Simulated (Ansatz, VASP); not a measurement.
# AlGaAs2 in VASP and in Ansatz

```xyz
8
Lattice="5.2095 0.0003 -0.0005 0.0013 5.6057 0.0074 0.0006 0.0112 5.0141" Properties=species:S:1:pos:R:3 pbc="T T T"
Al    4.3746    4.4494    0.0774
Al    1.7691    3.5964    2.5889
Ga    1.7679    0.8730    2.5876
Ga    1.7681    2.1184    0.0769
As    1.7710    4.7169    0.0804
As    4.3722    1.5999    0.0835
As    4.3739    3.8622    2.5848
As    4.3727    0.8254    2.5751
```

Alike in both runs: functional PBEsol; k mesh 4 × 4 × 4; occupations gaussian, width 0.1 eV; no spin polarisation.

Ansatz relaxed the structure, and its values are those at the end. VASP's run is a single point on that final structure, the one shown.

|  | VASP | Ansatz |
| --- | --- | --- |
| version | VASP 6.6.1 | Ansatz 0.2.0 |
| potentials or method | VASP PAW PBE potentials, release 64 (Al, Ga_d, As), cutoff 400 eV | scalar-relativistic, plane waves, PAW |
| valence electrons in the cell | 52 | 92 |

Ansatz gave:

* gap on the k mesh at the Fermi level (eV): none
* rms of the force components (eV/Å): 0.010

Q: Estimate VASP's values.

A: gap on the k mesh at the Fermi level (eV): none; rms of the force components (eV/Å): 0.015.

VASP's potentials were made for PBE, not for PBEsol. A gap of «none» marks a metal or a gap that the smearing closes. VASP's potentials hold 52 valence electrons a cell and Ansatz's 92, so a difference there can come from the potentials and not from the codes.
